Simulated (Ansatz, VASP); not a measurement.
One calculation of Li3Ta2O, two programs

```
Li Ta O
1.0
     2.46214    1.42152    3.65404
    -2.46214    1.42152    3.65404
     0.00000   -2.84304    3.65404
Li Ta O
3 2 1
Direct
  0.50000 0.50000 0.00000
  0.00000 0.50000 0.50000
  0.50000 0.00000 0.50000
  0.11971 0.11971 0.11971
  0.88029 0.88029 0.88029
  0.50000 0.50000 0.50000
```

Alike in both runs: task relaxation of cell and atoms; functional PBE; k mesh 12 × 12 × 12; occupations gaussian, width 0.1 eV; no spin polarisation.

|  | VASP | Ansatz |
| --- | --- | --- |
| version | VASP 6.6.1 | Ansatz 0.2.0 |
| potentials or method | VASP PAW PBE potentials, release 64 (Li_sv, Ta_pv, O), cutoff 600 eV | scalar-relativistic, plane waves, PAW |
| valence electrons in the cell | 37 | 41 |

Ansatz gave:

```
gap on the k mesh at the Fermi level, each at its own relaxed structure (eV) : none
relaxed volume (Å³/atom)                                                     : 12.77
relaxed length of the cell vector where the two differ most in proportion (Å)              : 4.636
```

Problem. Estimate VASP's values.

Solution. gap on the k mesh at the Fermi level, each at its own relaxed structure (eV): none; relaxed volume (Å³/atom): 12.75; relaxed length of the cell vector where the two differ most in proportion (Å): 4.631.

A gap of «none» marks a metal or a gap that the smearing closes. VASP's potentials hold 37 valence electrons a cell and Ansatz's 41, so a difference there can come from the potentials and not from the codes.

Neither program's run includes spin-orbit coupling. Noted on VASP's run: the cutoff is under 1.25 times that of the potentials, so the pressure is a little rough.
